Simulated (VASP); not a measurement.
RbScSe2, 4 atoms in the cell. The cell holds a disordered packing, 4 atoms: a = 4.789 Å, b = 4.859 Å, c = 4.711 Å, α = 86.80°, β = 85.64°, γ = 100.99°. 

| Quantity | Value |
| --- | --- |
| Program | VASP 6.6.1 |
| Task | single point |
| Functional | PBE |
| Potentials or basis | VASP PAW PBE potentials, release 64 (Rb_sv, Sc_sv, Se) |
| Cutoff | 520 eV |
| k mesh | 3 × 3 × 3 |
| Occupations | gaussian, width 0.1 eV |
| Spin | no spin polarisation |
| Dipole correction | no |
| Further INCAR settings | ALGO = Normal; EDIFF = 1e-06; NBANDS = 24 |

Potentials or basis: VASP PAW PBE potentials, release 64 (Rb_sv, Sc_sv, Se).

Command:

```console
$ cat potpaw_PBE.64/Rb_sv/POTCAR potpaw_PBE.64/Sc_sv/POTCAR potpaw_PBE.64/Se/POTCAR > POTCAR
$ mpirun -np 1 vasp_std > vasp.out
```

Hardware: 1 thread of Intel(R) Xeon(R) Platinum 8259CL CPU @ 2.50GHz (Skylake/Cascade Lake), with other jobs on the host.

Task: Estimate the wall time of this run.

Result: It took 45 s on 1 thread of Intel(R) Xeon(R) Platinum 8259CL CPU @ 2.50GHz (Skylake/Cascade Lake), with other jobs on the host, peak memory 0.21 GiB. Counts: scf iterations 15, k points 14.
